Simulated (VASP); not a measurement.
# PtSe2 (P-3m1) in VASP: further runs, part 2 of 2

VASP 6.6.1. The steps go on from the part before.

## 4. Electric field gradients, PBE

This run uses another cell than the first one: it holds 12 atoms, not 3.

Input file INCAR:

```
ALGO = Normal
EDIFF = 1E-8
ENCUT = 520
GGA = PE
ISIF = 2
ISMEAR = 0
LASPH = T
LCHARG = F
LEFG = T
LREAL = F
LWAVE = F
NBANDS = 56
NELM = 60
PREC = Accurate
SIGMA = 0.01
```

Input file KPOINTS:

```
k-points
0
Gamma
  5 5 5
```

Input file POSCAR:

```
PtSe2
1.0
   -5.5759598220      3.2192819042      5.8200740200
    5.5759598220     -3.2192819042      5.8200740200
    1.8586532740      3.2192819042     -5.8200740200
Pt Se
4 8
Direct
    0.0000000000      0.0000000000      0.0000000000
    0.5000000000      0.5000000000      0.0000000000
    0.5000000000      0.0000000000      0.5000000000
    0.0000000000      0.5000000000      0.5000000000
    0.5539725867      0.7206392533      0.5000000000
    0.0539725867      0.2206392533      0.5000000000
    0.0539725867      0.7206392533      0.0000000000
    0.5539725867      0.2206392533      0.0000000000
    0.4460274133      0.2793607467      0.5000000000
    0.9460274133      0.7793607467      0.5000000000
    0.9460274133      0.2793607467      0.0000000000
    0.4460274133      0.7793607467      0.0000000000
```

Potentials or basis: VASP PAW PBE potentials, release 64 (Pt, Se).

Launch:

```bash
$ cat potpaw_PBE.64/Pt/POTCAR potpaw_PBE.64/Se/POTCAR > POTCAR
$ mpirun -np 1 vasp_std > vasp.out
```

OUTCAR:

```text
EDIFF = 1E-8
   ENCUT = 520
   GGA = PE
   ISIF = 2
   ISMEAR = 0
   LASPH = T
   LREAL = F
   NELM = 60
   PREC = Accurate

 ion  position               nearest neighbor table
   1  0.000  0.000  0.000-   9 2.52   5 2.52   6 2.52  10 2.52   7 2.52  11 2.52
   2  0.500  0.500  0.000-  10 2.52   6 2.52   5 2.52   9 2.52   8 2.52  12 2.52
   3  0.500  0.000  0.500-  11 2.52   7 2.52   8 2.52  12 2.52   9 2.52   5 2.52
   4  0.000  0.500  0.500-  12 2.52   8 2.52   7 2.52  11 2.52  10 2.52   6 2.52
   5  0.554  0.721  0.500-   1 2.52   2 2.52   3 2.52
   6  0.054  0.221  0.500-   2 2.52   1 2.52   4 2.52
   7  0.054  0.721  0.000-   3 2.52   4 2.52   1 2.52
   8  0.554  0.221  0.000-   4 2.52   3 2.52   2 2.52
   9  0.446  0.279  0.500-   1 2.52   2 2.52   3 2.52
  10  0.946  0.779  0.500-   2 2.52   1 2.52   4 2.52
  11  0.946  0.279  0.000-   3 2.52   4 2.52   1 2.52
  12  0.446  0.779  0.000-   4 2.52   3 2.52   2 2.52

  LATTYP: Found a face centered orthorhombic cell.
 ALAT       =     7.4346130960
 B/A-ratio  =     1.5656696441
 C/A-ratio  =     1.7320508076

  Lattice vectors:

 A1 = (  -5.5759598220,   3.2192819042,  -5.8200740200)
 A2 = (  -3.7173065480,   6.4385638084,   0.0000000000)
 A3 = (   1.8586532740,   3.2192819042,  -5.8200740200)

[... 1672 lines left out ...]
   3     -61.081   -61.106   122.187    -0.022    -0.096     0.056
   4     -61.081   -61.106   122.187    -0.022    -0.096     0.056
   5      39.392    39.390   -78.782    -0.002    -0.066     0.039
   6      39.392    39.390   -78.782    -0.002    -0.066     0.039
   7      39.392    39.390   -78.782    -0.002    -0.066     0.039
   8      39.392    39.390   -78.782    -0.002    -0.066     0.039
   9      39.392    39.390   -78.782    -0.002    -0.066     0.039
  10      39.392    39.390   -78.782    -0.002    -0.066     0.039
  11      39.392    39.390   -78.782    -0.002    -0.066     0.039
  12      39.392    39.390   -78.782    -0.002    -0.066     0.039
---------------------------------------------------------------------

 Electric field gradients after diagonalization (V/A^2)
 (convention: |V_zz| > |V_xx| > |V_yy|)
----------------------------------------------------------------------
 ion       V_xx      V_yy      V_zz     asymmetry (V_yy - V_xx)/ V_zz
----------------------------------------------------------------------
   1     -61.119   -61.068   122.187       0.000
   2     -61.119   -61.068   122.187       0.000
   3     -61.119   -61.068   122.187       0.000
   4     -61.119   -61.068   122.187       0.000
   5      39.394    39.389   -78.782       0.000
   6      39.394    39.389   -78.782       0.000
   7      39.394    39.389   -78.782       0.000
   8      39.394    39.389   -78.782       0.000
   9      39.394    39.389   -78.782       0.000
  10      39.394    39.389   -78.782       0.000
  11      39.394    39.389   -78.782       0.000
  12      39.394    39.389   -78.782       0.000
----------------------------------------------------------------------

           NMR quadrupolar parameters

 Cq : quadrupolar parameter    Cq=e*Q*V_zz/h
 eta: asymmetry parameters     (V_yy - V_xx)/ V_zz
 Q  : nuclear electric quadrupole moment in mb (millibarn)
----------------------------------------------------------------------
 ion       Cq(MHz)       eta       Q (mb)
----------------------------------------------------------------------
   1       0.295       0.000       1.000
   2       0.295       0.000       1.000
   3       0.295       0.000       1.000
   4       0.295       0.000       1.000
   5      -0.190       0.000       1.000
   6      -0.190       0.000       1.000
   7      -0.190       0.000       1.000
   8      -0.190       0.000       1.000
   9      -0.190       0.000       1.000
  10      -0.190       0.000       1.000
  11      -0.190       0.000       1.000
  12      -0.190       0.000       1.000
----------------------------------------------------------------------
```

It took 27 min on 1 thread of Oxide Virtual Turin-like, shared host; peak memory 0.81 GiB.

What came out:

| Quantity | Value |
| --- | --- |
| Free energy | -57.1276 eV |
| Pressure | 2.3 GPa |
| Largest force | 0.136 eV/Å |
| Band gap on the k mesh | 0.45 eV |
| Largest electric field gradient by atom | Pt +122.2; Se -78.8 V/Å² |

Forces on the atoms (eV/Å):
```
Pt   0.000  0.000  0.000
Pt   0.000  0.000  0.000
Pt   0.000  0.000  0.000
Pt   0.000  0.000  0.000
Se  -0.001  0.000 -0.136
Se  -0.001  0.000 -0.136
Se  -0.001  0.000 -0.136
Se  -0.001  0.000 -0.136
Se   0.001  0.000  0.136
Se   0.001  0.000  0.136
Se   0.001  0.000  0.136
Se   0.001  0.000  0.136
```

Levels at points of the mesh, in eV from the valence-band top:
```csv
k point,band 40,band 41,band 42,band 43,band 44,band 45,band 46,band 47,band 48,band 49
"(0.00, 0.00, 0.00)",-1.49,-1.49,-0.58,-0.58,-0.04,1.40,1.85,1.85,1.91,1.91
```

Electric field gradients, principal values (V/Å²):
```tsv
atom	least	middle	greatest (by size)
1 Pt	-61.068	-61.119	122.187
2 Pt	-61.068	-61.119	122.187
3 Pt	-61.068	-61.119	122.187
4 Pt	-61.068	-61.119	122.187
5 Se	39.389	39.394	-78.782
6 Se	39.389	39.394	-78.782
7 Se	39.389	39.394	-78.782
8 Se	39.389	39.394	-78.782
9 Se	39.389	39.394	-78.782
10 Se	39.389	39.394	-78.782
11 Se	39.389	39.394	-78.782
12 Se	39.389	39.394	-78.782
```

Caveat: without QUAD_EFG the Cq values of the log hold for a quadrupole moment of 1 mb, not for the nuclei; spin-orbit coupling is left out, which moves the levels of the heavy elements; an odd mesh through Γ misses points on the zone boundary, where band edges can lie.

## 5. Summary

```tsv
task	cell	k mesh	smearing	gap on the mesh (eV)	pressure (GPa)	largest force (eV/Å)
dielectric tensor	a = 3.717, b = 3.717, c = 5.820 Å, angles 90.0, 90.0, 120.0°, 3 atoms, atomic positions A	9 × 9 × 5	gaussian 0.01 eV	0.60	-	-
electric field gradients	a = 3.717, b = 3.717, c = 5.820 Å, angles 90.0, 90.0, 120.0°, 3 atoms, atomic positions A	9 × 9 × 5, shifted	fermi-dirac 0.02 eV	0.39	2.3	0.14
electric field gradients	a = 8.679, b = 8.679, c = 6.906 Å, angles 124.4, 124.4, 95.8°, 12 atoms, atomic positions B	5 × 5 × 5	gaussian 0.01 eV	0.45	2.3	0.14
```

Alike in all rows: level PBE; potentials or basis VASP PAW PBE potentials, release 64 (Pt, Se); no spin polarisation; cutoff (eV) 520.

Caveats: spin-orbit coupling is left out, which moves the levels of the heavy elements; an odd mesh through Γ misses points on the zone boundary, where band edges can lie (at least some runs); this functional lacks dispersion, which binds the layers, so the pressure and a relaxed spacing across them are unreliable (at least some runs); the gap is small at this level, which inflates the dielectric constant (at least some runs); a shifted mesh leaves out Γ, where band edges can lie (at least some runs).

Total energies depend on the potentials used, so only differences within one code and one set of settings carry meaning.
